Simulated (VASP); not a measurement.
PdRu3Pt, 5 atoms in the cell. The structure is cubic, space group Pm-3m (No. 221). The conventional cell has a = 4.664 Å, b = 4.664 Å, c = 4.664 Å, α = 90.00°, β = 90.00°, γ = 90.00°. Within 3.1 Å of Ru (site symmetry 4/mmm) lie 2 Pd at 2.33 Å. Pd (site symmetry m-3m) has 6 Ru at 2.33 Å within 3.1 Å. Pt (site symmetry m-3m) has 12 Ru at 3.30 Å and 8 Pd at 4.04 Å within 4.3 Å. 

| Quantity | Value |
| --- | --- |
| Program | VASP 6.6.1 |
| Task | single point |
| Functional | PBE |
| Potentials or basis | VASP PAW PBE potentials, release 64 (Ru_pv, Pd, Pt) |
| Cutoff | 520 eV |
| k mesh | 8 × 8 × 8 |
| Occupations | gaussian, width 0.1 eV |
| Spin | collinear spin, ferromagnetic start |
| Starting moments | [1.73, 1.73, 1.73, 0.6, 0.36] μB |
| Dipole correction | no |
| Further INCAR settings | ALGO = Fast; EDIFF = 1e-06; NBANDS = 43 |

Potentials or basis: VASP PAW PBE potentials, release 64 (Ru_pv, Pd, Pt).

Run with:

```bash
$ cat potpaw_PBE.64/Ru_pv/POTCAR potpaw_PBE.64/Pd/POTCAR potpaw_PBE.64/Pt/POTCAR > POTCAR
$ mpirun -np 1 vasp_std > vasp.out
```

Hardware: 1 thread of Intel(R) Xeon(R) Platinum 8259CL CPU @ 2.50GHz (Skylake/Cascade Lake) (shared host).

Problem. How long does it take, and how much memory?

Solution. Wall time 3.7 min on 1 thread of Intel(R) Xeon(R) Platinum 8259CL CPU @ 2.50GHz (Skylake/Cascade Lake), with other jobs on the host, peak memory 0.4 GiB. Counts: scf iterations 16, k points 35.
